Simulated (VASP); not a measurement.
Input of a VASP 6.6.1 run:

Contents of POSCAR:

```
AlRu
1.0
    3.0229088200      0.0000000000      0.0000000000
    0.0000000000      3.0229088200      0.0000000000
    0.0000000000      0.0000000000      3.0229088200
Al Ru
1 1
Direct
    0.0000000000      0.0000000000      0.0000000000
    0.5000000000      0.5000000000      0.5000000000
```

INCAR.step1

```
SYSTEM = AlRu
PREC = Accurate
ENCUT = 520
ISMEAR = -1
SIGMA = 0.1
LREAL = .False.
LASPH = .True.
NELM = 100
NBANDS = 16
GGA = PE
ALGO = Normal
EDIFF = 1E-4
LWAVE = .True.
LCHARG = .False.
```

File INCAR.step2:

```
SYSTEM = AlRu
PREC = Accurate
ENCUT = 520
EDIFF = 1E-6
ISMEAR = -1
SIGMA = 0.1
LREAL = .False.
LASPH = .True.
NELM = 100
ALGO = Normal
ISIF = 2
LWAVE = .False.
LCHARG = .False.
METAGGA = R2SCAN
LMIXTAU = .True.
NBANDS = 16
ISTART = 1
```

File KPOINTS:

```
regular mesh
0
Gamma
  11 11 11
  0 0 0
```

Potentials or basis: VASP PAW PBE potentials, release 64 (Al, Ru_pv).

The run is started by

```bash
$ cat potpaw_PBE.64/Al/POTCAR potpaw_PBE.64/Ru_pv/POTCAR > POTCAR
$ cp INCAR.step1 INCAR
$ mpirun -np 1 vasp_std > vasp.out
$ cp INCAR.step2 INCAR
$ mpirun -np 1 vasp_std > vasp.out
```

(1) Estimate the pressure.

Answers

(1) -7.9 GPa.

Caveat: the PAW data sets were made with another functional, which shifts forces and pressure a little.
